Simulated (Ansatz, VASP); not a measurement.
**Two plane-wave programs on In**

INCAR

```
SYSTEM = In
  PREC = Accurate
  ENCUT = 520
  EDIFF = 1E-7
  ISMEAR = 0
  SIGMA = 0.15
  LREAL = .False.
  LASPH = .True.
  NELM = 80
  ALGO = Fast
  ISIF = 2
  LWAVE = .False.
  LCHARG = .False.
  GGA = PE
  NBANDS = 12
```

The input KPOINTS:

```
regular mesh
0
Gamma
  20 20 20
  0 0 0
```

POSCAR

```
In
1.0
   -1.6951069690      1.6951069690      2.3920932114
    1.6951069690     -1.6951069690      2.3920932114
    1.6951069690      1.6951069690     -2.3920932114
In
1
Direct
    0.0000000000      0.0000000000      0.0000000000
```

Input for Ansatz:

```yaml
crystal:
  lattice:
    - [-1.695106969, 1.695106969, 2.3920932114]
    - [1.695106969, -1.695106969, 2.3920932114]
    - [1.695106969, 1.695106969, -2.3920932114]
  atoms:
    - { symbol: In, position: [0.0, 0.0, 0.0] }
basis:
  ecutwfc: 420
kpoints:
  mp_grid: { grid: [20, 20, 20] }
hamiltonian:
  xc: pbe
scf:
  occupations: { method: gaussian, width: 0.15 }
output:
  forces: true
  stress: true
  eigenvalues: true
  write_density: true
  write_potential: true
  elf: true
  volumetric_format: npy
```

Alike in both runs: task single point; functional PBE; k mesh 20 × 20 × 20; occupations gaussian, width 0.15 eV; no spin polarisation.

|  | VASP | Ansatz |
| --- | --- | --- |
| version | VASP 6.6.1 | Ansatz 0.2.0 |
| potentials or method | VASP PAW PBE potentials, release 64 (In_d), cutoff 520 eV | scalar-relativistic, plane waves, PAW |
| valence electrons in the cell | 13 | 13 |

Ansatz gave:

* gap on the k mesh at the Fermi level (eV): none
* pressure (GPa): 0.0

Problem. Which values does VASP return?

Solution. gap on the k mesh at the Fermi level (eV): none; pressure (GPa): -0.1.

A gap of «none» marks a metal or a gap that the smearing closes. The functional is the same, so the differences come from potentials, cutoffs and numerics.
